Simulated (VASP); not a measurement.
Set up this calculation in VASP 6.6.1, as the native input.

```yaml
Task: single point
Functional: PBE
Potentials_or_basis: VASP PAW PBE potentials, release 64 (Be, Pt)
Cutoff: 520 eV
k_mesh: 7 × 7 × 7
Occupations: fermi-dirac, width 0.1 eV
Spin: non-collinear spin, zero start, spin-orbit coupling
Starting_moments: "[[0.0, 0.0, 0.0], [0.0, 0.0, 0.0]] μB"
Dipole_correction: no
Further_INCAR_settings: ALGO = Normal; EDIFF = 1e-06; NBANDS = 24
```

The structure of BePt lies in POSCAR:

```
BePt
1.0
    0.0000000000      2.2824940500      2.2824940500
    2.2824940500      0.0000000000      2.2824940500
    2.2824940500      2.2824940500      0.0000000000
Be Pt
1 1
Direct
    0.0000000000      0.0000000000      0.0000000000
    0.5000000000      0.5000000000      0.5000000000
```

These files were run (other wordings do the same):

INCAR

```
SYSTEM = BePt
ALGO     = Normal         ! electronic algorithm
EDIFF    = 1E-6           ! SCF threshold, eV
ENCUT    = 520            ! plane-wave cutoff, eV
GGA      = PE             ! functional
GGA_COMPAT= .False.      
ISIF     = 2              ! what is computed and relaxed
ISMEAR   = -1             ! smearing method
LASPH    = .True.         ! aspherical terms in the spheres
LCHARG   = .False.        ! write CHGCAR
LMAXMIX  = 4              ! l up to which the mixer works
LORBIT   = 11             ! projections on sites
LORBMOM  = .True.       
LREAL    = .False.        ! projectors in reciprocal space
LSORBIT  = .True.         ! spin-orbit coupling
LWAVE    = .False.        ! write WAVECAR
MAGMOM   = 0 0 0 0 0 0    ! initial moments
NBANDS   = 24             ! bands
NELM     = 150            ! most SCF steps
PREC     = Accurate       ! precision mode
SIGMA    = 0.1            ! smearing width, eV
```

KPOINTS

```
k-points
0
Gamma
  7 7 7
  0 0 0
```

Potentials or basis: VASP PAW PBE potentials, release 64 (Be, Pt).

Launch:

```sh
$ cat potpaw_PBE.64/Be/POTCAR potpaw_PBE.64/Pt/POTCAR > POTCAR
$ mpirun -np 1 vasp_ncl > vasp.out
```

Results of the run:

```yaml
Pressure: 11.5 GPa
Net_moment: 0.00 μB per cell
Valence_electrons_inside_the_program's_atomic_spheres: Be 1.16; Pt 9.49
```

Wall time 20 s on 1 thread of Intel(R) Xeon(R) Platinum 8259CL CPU @ 2.50GHz (Skylake/Cascade Lake) (shared host), peak memory 0.2 GiB.
